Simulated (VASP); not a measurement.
NaF:

```xyz
2
Lattice="0.0000 2.3411 2.3411 2.3411 0.0000 2.3411 2.3411 2.3411 0.0000" Properties=species:S:1:pos:R:3 pbc="T T T"
Na    0.0000    0.0000    0.0000
F     2.3411    2.3411    2.3411
```

This cell differs from its parent crystal: strain +1.9%.

Base run:

```yaml
Program: VASP 6.6.1
Functional: PBE
Potentials_or_basis: VASP PAW PBE potentials, release 64 (Na_pv, F)
Cutoff: 520 eV
k_mesh: 10 × 10 × 10
Occupations: fermi-dirac, width 0.02 eV
Spin: no spin polarisation
```

Its results: band gap on the k mesh 6.13 eV; pressure 0.4 GPa.

**Question.** The run is repeated on the same cell with these changes: functional from PBE to r2SCAN; occupations from fermi-dirac, width 0.02 eV to gaussian, width 0.01 eV. What comes out?

**Answer.** Band gap on the k mesh 7.00 eV; pressure -3.2 GPa.

Caveats: the cell stands under tension (at least some runs); the PAW data sets were made with another functional, which shifts forces and pressure a little (at least some runs).

A k mesh can miss the band edges.
